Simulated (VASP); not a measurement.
Wanted: the native input for a VASP 6.6.1 run.

```
Task                   : single point
Functional             : PBE
Potentials or basis    : VASP PAW PBE potentials, release 64 (C, O)
Cutoff                 : 520 eV
k mesh                 : 6 × 6 × 4
Occupations            : gaussian, width 0.02 eV
Spin                   : no spin polarisation
Dipole correction      : no
Further INCAR settings : ALGO = Normal; EDIFF = 1e-06; NBANDS = 25
```

The structure of CO2 lies in POSCAR:

```
CO2
1.0
    2.7904019872     -2.4618881911      0.0000000000
    2.7904019872      2.4618881911      0.0000000000
    0.0000000000      0.0000000000      6.4877744406
C O
2 4
Direct
    0.0000000000      0.0000000000      0.0000000000
    0.5000000000      0.5000000000      0.5000000000
    0.8542877790      0.1457122210      0.8608410802
    0.1457122210      0.8542877790      0.1391589198
    0.6457122210      0.3542877790      0.3608410802
    0.3542877790      0.6457122210      0.6391589198
```

This cell differs from its parent crystal: strained.

The input as run:

INCAR

```
SYSTEM = CO2
PREC = Accurate ; ENCUT = 520
EDIFF = 1E-6 ; ISMEAR = 0
SIGMA = 0.02 ; LREAL = .FALSE.
LASPH = .TRUE. ; NELM = 100
ALGO = Normal ; ISIF = 2
LWAVE = .FALSE. ; LCHARG = .FALSE.
GGA = PE ; NBANDS = 25
```

KPOINTS

```
regular mesh
0
G
  6 6 4
  0 0 0
```

Potentials or basis: VASP PAW PBE potentials, release 64 (C, O).

Command:

```console
$ cat potpaw_PBE.64/C/POTCAR potpaw_PBE.64/O/POTCAR > POTCAR
$ mpirun -np 1 vasp_std > vasp.out
```

It gave:

```json
{"Pressure": "8.2 GPa", "Largest force": "2.297 eV/Å", "Band gap on the k mesh": "6.59 eV (least direct gap 6.73 eV)"}
```

Caveat: the cell differs from its parent crystal (strained); the stress differs along the axes, from 1 to 13 GPa; this functional lacks dispersion, which holds the molecules together, so the pressure and a relaxed volume are unreliable; forces of over 1 eV/Å act on the atoms, so gaps and moduli don't describe the material at rest.

Wall time 110 s on 1 thread of Intel Xeon 8259CL, on a shared host, peak memory 0.21 GiB.
